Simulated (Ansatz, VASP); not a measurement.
# One calculation of FePt, two programs

```xyz
2
Lattice="2.7217 0.0000 0.0000 0.0000 2.7217 0.0000 0.0000 0.0000 3.7000" Properties=species:S:1:pos:R:3 pbc="T T T"
Fe    1.3608    1.3608    1.8500
Pt    0.0000    0.0000    0.0000
```

Alike in both runs: task electric field gradients; functional PBE; k mesh 12 × 12 × 9; occupations fermi-dirac, width 0.05 eV; no spin polarisation.

```csv
,VASP,Ansatz
version,VASP 6.6.1,Ansatz 0.2.0
potentials or method,"VASP PAW PBE potentials, release 64 (Fe, Pt)","PAW with Ansatz's default frozen-core files, scalar-relativistic"
plane-wave cutoff (eV),520,420
valence electrons in the cell,18,34
```

Ansatz gave:

* pressure (GPa): -11.7
* traceless stress, the component that is largest in VASP (GPa): 2.77
* size of Vzz on the site where it differs most (V/Å²): 27.1

Q: Which values does VASP return?

A: Pressure (GPa): -12.1; traceless stress, the component that is largest in VASP (GPa): 2.71; size of Vzz on the site where it differs most (V/Å²): 63.2.

VASP's potentials hold 18 valence electrons a cell and Ansatz's 34, so a difference there can come from the potentials and not from the codes.

Spin-orbit coupling is off throughout.
